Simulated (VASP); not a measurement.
# Nb (Fm-3m) in VASP: further runs

Nb is run at these levels: PBE; tasks: single point, relaxation of cell and atoms.

All numbers are computed with VASP 6.6.1; they aren't measurements. Logs are shortened: lines on timing, memory, paths and dates and some standing lists are left out, and cuts for length are marked.

**1. The cell of the first run**

The structure is cubic, space group Fm-3m (No. 225). The conventional cell has a = 4.218 Å, b = 4.218 Å, c = 4.218 Å, α = 90.00°, β = 90.00°, γ = 90.00°. Nb (site symmetry m-3m) has 12 Nb at 2.98 Å within 3.9 Å.

This isn't the form of Nb at room conditions, which is bcc.

**2. Single point, PBE**

INCAR reads:

```
SYSTEM = Nb
  ALGO = Fast
  EDIFF = 1E-7
  ENCUT = 520
  GGA = PE
  ISIF = 2
  ISMEAR = 0
  LASPH = .True.
  LCHARG = .False.
  LREAL = .False.
  LWAVE = .False.
  NBANDS = 12
  NELM = 100
  PREC = Accurate
  SIGMA = 0.1
```

KPOINTS reads:

```
k-points
0
Gamma
  14 14 14
  0 0 0
```

POSCAR reads:

```
Nb
1.0
    0.0000000000      2.1088440798      2.1088440798
    2.1088440798      0.0000000000      2.1088440798
    2.1088440798      2.1088440798      0.0000000000
Nb
1
Direct
    0.0000000000      0.0000000000      0.0000000000
```

Potentials or basis: VASP PAW PBE potentials, release 64 (Nb_sv).

On the command line:

```console
> cat potpaw_PBE.64/Nb_sv/POTCAR > POTCAR
> mpirun -np 1 vasp_std > vasp.out
```

OUTCAR:

```text
SYSTEM = Nb
   EDIFF = 1E-7
   ENCUT = 520
   GGA = PE
   ISIF = 2
   ISMEAR = 0
   LASPH = .True.
   LREAL = .False.
   NELM = 100
   PREC = Accurate

 ion  position               nearest neighbor table
   1  0.000  0.000  0.000-

  LATTYP: Found a face centered cubic cell.
 ALAT       =     4.2176881596

  Lattice vectors:

 A1 = (   0.0000000000,   2.1088440798,   2.1088440798)
 A2 = (   2.1088440798,   0.0000000000,   2.1088440798)
 A3 = (   2.1088440798,   2.1088440798,   0.0000000000)

Analysis of symmetry for initial positions (statically):
=====================================================================
 Subroutine PRICEL returns:
 Original cell was already a primitive cell.

 Routine SETGRP: Setting up the symmetry group for a
 face centered cubic supercell.

 Subroutine GETGRP returns: Found 48 space group operations
 (whereof 48 operations were pure point group operations)
 out of a pool of 48 trial point group operations.

The static configuration has the point symmetry O_h .

Analysis of symmetry for dynamics (positions and initial velocities):
=====================================================================
 Subroutine PRICEL returns:
 Original cell was already a primitive cell.

 Routine SETGRP: Setting up the symmetry group for a
 face centered cubic supercell.

 Subroutine GETGRP returns: Found 48 space group operations
 (whereof 48 operations were pure point group operations)
 out of a pool of 48 trial point group operations.

The dynamic configuration has the point symmetry O_h .

 Subroutine INISYM returns: Found 48 space group operations
 (whereof 48 operations are pure point group operations),
 and found     1 'primitive' translations

----------------------------------------------------------------------------------------

                                     Primitive cell

  volume of cell :      18.7570

  direct lattice vectors                    reciprocal lattice vectors
     0.000000000  2.108844080  2.108844080    -0.237096713  0.237096713  0.237096713
     2.108844080  0.000000000  2.108844080     0.237096713 -0.237096713  0.237096713
     2.108844080  2.108844080  0.000000000     0.237096713  0.237096713 -0.237096713

  length of vectors
     2.982355899  2.982355899  2.982355899     0.410663554  0.410663554  0.410663554

  position of ions in fractional coordinates (direct lattice)
     0.000000000  0.000000000  0.000000000

  ion indices of the primitive-cell ions
   primitive index   ion index
                 1           1

----------------------------------------------------------------------------------------

 KPOINTS: k-points

Automatic generation of k-mesh.
 Grid dimensions read from file:
 generate k-points for:   14   14   14

 Generating k-lattice:

  Cartesian coordinates                     Fractional coordinates (reciprocal lattice)
    -0.016935480  0.016935480  0.016935480     0.071428571  0.000000000  0.000000000
     0.016935480 -0.016935480  0.016935480     0.000000000  0.071428571  0.000000000
     0.016935480  0.016935480 -0.016935480     0.000000000  0.000000000  0.071428571

  Length of vectors
     0.029333111  0.029333111  0.029333111

  Shift w.r.t. Gamma in fractional coordinates (k-lattice)
     0.000000000  0.000000000  0.000000000

 Subroutine IBZKPT returns following result:
 ===========================================

 Found    104 irreducible k-points:

 Following reciprocal coordinates:
            Coordinates               Weight
  0.000000  0.000000  0.000000      1.000000
  0.071429  0.000000  0.000000      8.000000
  0.142857  0.000000  0.000000      8.000000
  0.214286  0.000000  0.000000      8.000000
  0.285714  0.000000  0.000000      8.000000
  0.357143  0.000000  0.000000      8.000000
[... 16 lines left out ...]
  0.214286  0.142857  0.000000     24.000000
  0.285714  0.142857  0.000000     24.000000
 [... further k-points ...]
   k-points           NKPTS =    104   k-points in BZ     NKDIM =    104   number of bands    NBANDS=     12
   number of dos      NEDOS =    301   number of ions     NIONS =      1
   total plane-waves  NPLWV =  13824
   dimension x,y,z NGX =    24 NGY =   24 NGZ =   24
   dimension x,y,z NGXF=    48 NGYF=   48 NGZF=   48
   ions per type =               1
   NGX,Y,Z   is equivalent  to a cutoff of  13.38, 13.38, 13.38 a.u.
   NGXF,Y,Z  is equivalent  to a cutoff of  26.76, 26.76, 26.76 a.u.
 SYSTEM =  Nb
   PREC   = accura    normal or accurate (medium, high low for compatibility)
   ISTART =      0    job   : 0-new  1-cont  2-samecut
   ICHARG =      2    charge: 1-file 2-atom 10-const
   ISPIN  =      1    spin polarized calculation?
   LNONCOLLINEAR =      F non collinear calculations
   LSORBIT =      F    spin-orbit coupling
   LASPH  =      T    aspherical Exc in radial PAW
   ENCUT  =  520.0 eV  38.22 Ry    6.18 a.u.   5.55  5.55  5.55*2*pi/ulx,y,z
   NELM   =    100;   NELMIN=  2; NELMDL= -5     # of ELM steps
   EDIFF  = 0.1E-06   stopping-criterion for ELM
   LREAL  =      F    real-space projection
   EDIFFG = 0.1E-05   stopping-criterion for IOM
   NSW    =      0    number of steps for IOM
   IBRION =     -1    ionic relax: 0-MD 1-quasi-New 2-CG
   NFREE  =      0    steps in history (QN), initial steepest desc. (CG)
   ISIF   =      2    stress and relaxation
   ISYM   =      2    0-nonsym 1-usesym 2-fastsym
   POTIM  = 0.5000    time-step for ionic-motion
   TEBEG  =    0.0;   TEEND  =   0.0 temperature during run
   PSTRESS=    0.0 pullay stress
   NELECT =      13.0000    total number of electrons
   NUPDOWN=      -1.0000    fix difference up-down
   EMIN   =  10.00;   EMAX   =-10.00  energy-range for DOS
   EFERMI =   0.00;   METHOD = LEGACY
   ISMEAR =     0;   SIGMA  =   0.10  broadening in eV -4-tet -1-fermi 0-gaus
   EFERMI_NEDOS =   21; number of points for ismear=-14 and -15
   IALGO  =     68    algorithm
   IMIX   =      4    mixing-type and parameters
     AMIX     =   0.40;   BMIX     =  1.00
     AMIX_MAG =   1.60;   BMIX_MAG =  1.00
  volume/ion in A,a.u.               =      18.76       126.58
  Fermi-wavevector in a.u.,A,eV,Ry     =   1.448777  2.737791 28.558005  2.098954
  Thomas-Fermi vector in A             =   2.566579
   LORBIT       =      0    0 simple, 1 ext, 2 COOP (PROOUT), +10 PAW based schemes
   GGA     = PE    functional components
   LHFCALC =     F    Hartree Fock is set to
   AEXX    =    0.0000 exact exchange contribution
   IVDW    =     0    specifies the selected vdW correction
   LEPSILON=     F    determine dielectric tensor
   LRPA    =     F    only Hartree local field effects (RPA)
 non-spin polarized calculation
 RMM-DIIS sequential band-by-band and
 Gauss-broadening in eV      SIGMA  =   0.10
  energy-cutoff  :      520.00
  volume of cell :       18.76
 maximum number of plane-waves:       531
 NGX is ok and might be reduce to    24
   NGX = 11   NGY = 11   NGZ = 11

 number of electron      13.0000001 magnetization

 Free energy of the ion-electron system (eV)
  ---------------------------------------------------
  ext. energy  EPLUGINS =         0.00000000
  ---------------------------------------------------
  free energy    TOTEN  =        -9.89686132 eV

  energy without entropy =       -9.88758332  energy(sigma->0) =       -9.89222232

 E-fermi :  10.9796     XC(G=0): -12.2949

 val. band max:       10.9624921164   @ k =  -0.3571   0.1429   0.0000
 cond. band min:      10.9854525558   @ k =  -0.4286   0.2143   0.0000
 fundamental gap:      0.0229604394
 Fermi energy:        10.9796335081

 k-point     1 :       0.0000    0.0000    0.0000
  band No.  band energies     occupation
      1     -43.8194      2.00000
      2     -19.2057      2.00000
      3     -19.2057      2.00000
      4     -19.2057      2.00000
      5       4.7457      2.00000
      6      11.0774      0.16688
      7      11.0774      0.16688
      8      11.0774      0.16688
      9      13.6728      0.00000
     10      13.6728      0.00000
     11      22.7937      0.00000
     12      27.5740      0.00000

 k-point     2 :       0.0714    0.0000    0.0000
  band No.  band energies     occupation
      1     -43.8100      2.00000
      2     -19.2685      2.00000
      3     -19.2134      2.00000
      4     -19.2134      2.00000
      5       4.9357      2.00000
      6      10.9305      1.51308
      7      11.1642      0.00904
      8      11.1642      0.00904
      9      13.5959      0.00000
     10      13.5959      0.00000
     11      23.1746      0.00000
     12      26.7896      0.00000

 k-point     3 :       0.1429    0.0000    0.0000
  band No.  band energies     occupation
      1     -43.7835      2.00000
      2     -19.4421      2.00000
      3     -19.2351      2.00000
      4     -19.2351      2.00000
      5       5.4652      2.00000
      6      10.5909      2.00000
      7      11.3645      0.00000
      8      11.3645      0.00000
      9      13.4625      0.00000
     10      13.4625      0.00000
     11      24.0858      0.00000
     12      25.5109      0.00000

 k-point     4 :       0.2143    0.0000    0.0000
  band No.  band energies     occupation
      1     -43.7450      2.00000
      2     -19.6870      2.00000
      3     -19.2663      2.00000
      4     -19.2663      2.00000
      5       6.1936      2.00000
      6      10.3039      2.00000
      7      11.4801      0.00000
      8      11.4801      0.00000
      9      13.5423      0.00000
     10      13.5423      0.00000
     11      23.7888      0.00000
     12      25.7467      0.00000

 k-point     5 :       0.2857    0.0000    0.0000
  band No.  band energies     occupation
      1     -43.7019      2.00000
      2     -19.9511      2.00000
      3     -19.3007      2.00000
      4     -19.3007      2.00000
      5       6.8353      2.00000
      6      10.3940      2.00000
      7      11.3612      0.00000
      8      11.3612      0.00000
      9      14.0244      0.00000
     10      14.0245      0.00000
     11      22.7750      0.00000
     12      26.0374      0.00000
[... 228 lines left out ...]
      1     -43.7949      2.00000
      2     -19.3546      2.00000
      3     -19.2494      2.00000
      4     -19.2158      2.00000
      5       5.2405      2.00000
      6      10.6905      1.99996
      7      11.2892      0.00001
      8      11.3288      0.00000
      9      13.3025      0.00000
     10      13.6880      0.00000
     11      23.7637      0.00000
     12      26.1489      0.00000

 k-point    22 :       0.1429    0.1429    0.0000
  band No.  band energies     occupation
      1     -43.7716      2.00000
      2     -19.4349      2.00000
      3     -19.2871      2.00000
      4     -19.2871      2.00000
      5       5.7039      2.00000
      6      10.1896      2.00000
      7      11.6773      0.00000
      8      11.6773      0.00000
      9      12.6280      0.00000
     10      13.9868      0.00000
     11      24.6985      0.00000
     12      26.5105      0.00000

 k-point    23 :       0.2143    0.1429    0.0000
  band No.  band energies     occupation
      1     -43.7428      2.00000
      2     -19.5936      2.00000
      3     -19.3271      2.00000
      4     -19.3176      2.00000
      5       6.2665      2.00000
      6       9.8278      2.00000
      7      11.7298      0.00000
      8      11.9574      0.00000
      9      12.5391      0.00000
     10      14.1572      0.00000
     11      25.5670      0.00000
     12      25.9302      0.00000

 k-point    24 :       0.2857    0.1429    0.0000
  band No.  band energies     occupation
      1     -43.7053      2.00000
      2     -19.8099      2.00000
      3     -19.3662      2.00000
      4     -19.3544      2.00000
      5       6.9594      2.00000
      6       9.6000      2.00000
      7      11.2606      0.00007
      8      12.0573      0.00000
      9      13.2508      0.00000
     10      14.5164      0.00000
     11      24.5670      0.00000
     12      26.7651      0.00000

 [... further k-points ...]

------------------------ aborting loop because EDIFF is reached ----------------------------------------

  FORCE on cell =-STRESS in cart. coord.  units (eV):
  Direction    XX          YY          ZZ          XY          YZ          ZX
  --------------------------------------------------------------------------------------
  -------------------------------------------------------------------------------------
  Total       -0.0412544     -0.0412544     -0.0412544      0.0000000      0.0000000      0.0000000
  in kB       -3.5238520     -3.5238520     -3.5238520      0.0000000      0.0000000      0.0000000
  external PRESSURE =      -3.5238520 kB  Pullay stress =       0.0000000 kB

 VOLUME and BASIS-vectors are now :
 -----------------------------------------------------------------------------
  energy-cutoff  :      520.00
  volume of cell :       18.76
      direct lattice vectors                 reciprocal lattice vectors
     0.000000000  2.108844080  2.108844080    -0.237096713  0.237096713  0.237096713
     2.108844080  0.000000000  2.108844080     0.237096713 -0.237096713  0.237096713
     2.108844080  2.108844080  0.000000000     0.237096713  0.237096713 -0.237096713

 POSITION                                       TOTAL-FORCE (eV/Angst)
 -----------------------------------------------------------------------------------
      0.00000      0.00000      0.00000         0.000000     -0.000000      0.000000
 -----------------------------------------------------------------------------------
    total drift:                               -0.000000     -0.000000     -0.000000

  FREE ENERGIE OF THE ION-ELECTRON SYSTEM (eV)
  ---------------------------------------------------
  free  energy   TOTEN  =        -9.8968613205 eV

  energy  without entropy=       -9.8875833248  energy(sigma->0) =       -9.89222232
```

Run time: 83 s. Hardware: 1 thread of AMD EPYC 7R13, shared host; peak memory 0.12 GiB.

What came out:

```
Free energy            : -9.8969 eV
Pressure               : -0.4 GPa
Band gap on the k mesh : zero (an odd number of electrons rules out a gap without spin polarisation)
```

Levels at points of the mesh, in eV from the Fermi level:
| k point | band 2 | band 3 | band 4 | band 5 | band 6 | band 7 | band 8 | band 9 | band 10 | band 11 |
| --- | --- | --- | --- | --- | --- | --- | --- | --- | --- | --- |
| (0.00, 0.00, 0.00) | -30.19 | -30.19 | -30.19 | -6.23 | 0.10 | 0.10 | 0.10 | 2.69 | 2.69 | 11.81 |
| (0.50, 0.00, 0.00) | -31.37 | -30.34 | -30.34 | -3.84 | -0.09 | -0.09 | 1.36 | 4.65 | 4.65 | 10.45 |
| (0.50, 0.50, 0.00) | -31.30 | -30.61 | -30.61 | -4.06 | -3.32 | 3.58 | 4.64 | 5.21 | 5.21 | 11.26 |

(Continued in part 2 of 2.)

The gap in the log of VASP goes by the Fermi energy; the results here count the filled bands.